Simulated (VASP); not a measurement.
Here is a VASP 6.6.1 calculation.

INCAR

```
PREC     = Accurate       # precision mode
ENCUT    = 600            # plane-wave cutoff, eV
EDIFF    = 1E-6           # SCF threshold, eV
ISMEAR   = -1             # smearing method
SIGMA    = 0.05           # smearing width, eV
LREAL    = False          # projectors in reciprocal space
LASPH    = True           # aspherical terms in the spheres
NELM     = 60             # most SCF steps
ALGO     = Normal         # electronic algorithm
ISIF     = 3              # what is computed and relaxed
LWAVE    = False          # write WAVECAR
LCHARG   = False          # write CHGCAR
GGA      = PE             # functional
IBRION   = 2              # ionic algorithm
NSW      = 100            # ionic steps
EDIFFG   = -0.005         # ionic threshold
```

KPOINTS

```
Automatic mesh
0
Gamma
  11 11 11
```

Contents of POSCAR:

```
TiO2
1.0
    0.0000000000      2.5553258337      2.5553258337
    2.5553258337      0.0000000000      2.5553258337
    2.5553258337      2.5553258337      0.0000000000
Ti O
1 2
Direct
    0.0000000000      0.0000000000      0.0000000000
    0.2500000000      0.2500000000      0.2500000000
    0.7500000000      0.7500000000      0.7500000000
```

Potentials or basis: VASP PAW PBE potentials, release 64 (Ti_sv, O).

Command:

```console
$ cat potpaw_PBE.64/Ti_sv/POTCAR potpaw_PBE.64/O/POTCAR > POTCAR
$ mpirun -np 1 vasp_std > vasp.out
```

(1) Estimate the relaxed cell.

(2) Predict the band gap on the k mesh.

## Answers

(1) a = 3.417 Å, b = 3.417 Å, c = 3.417 Å, α = 60.00°, β = 60.00°, γ = 60.00°.

(2) 1.15 eV (least direct gap 1.84 eV).

Caveat: an odd mesh through Γ misses points on the zone boundary, where band edges can lie.
